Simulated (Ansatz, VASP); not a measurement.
**As in VASP and in Ansatz**

```xyz
2
Lattice="3.7280 0.0000 0.0000 -1.8640 3.2285 0.0000 0.0000 0.0000 28.0000" Properties=species:S:1:pos:R:3 pbc="T T T"
As    0.0000    2.1524   14.2980
As    1.8640    1.0762   13.7020
```

Alike in both runs: task single point; functional PBE; k mesh 9 × 9 × 1; occupations gaussian, width 0.02 eV; no spin polarisation.

|  | VASP | Ansatz |
| --- | --- | --- |
| version | VASP 6.6.1 | Ansatz 0.2.0 |
| potentials or method | VASP PAW PBE potentials, release 64 (As), cutoff 520 eV | scalar-relativistic, plane waves, PAW |
| valence electrons in the cell | 10 | 30 |

```csv
,VASP,Ansatz,Ansatz less VASP
gap on the k mesh at the Fermi level (eV),none,none,-
rms of the force components (eV/Å),2.159,2.140,-0.0198
```

Atom by atom the forces differ by 0.020 eV/Å (rms over components). A gap of «none» marks a metal or a gap that the smearing closes. The functional is the same, so the differences come from potentials, cutoffs and numerics. VASP's potentials hold 10 valence electrons a cell and Ansatz's 30, so a difference there can come from the potentials and not from the codes.
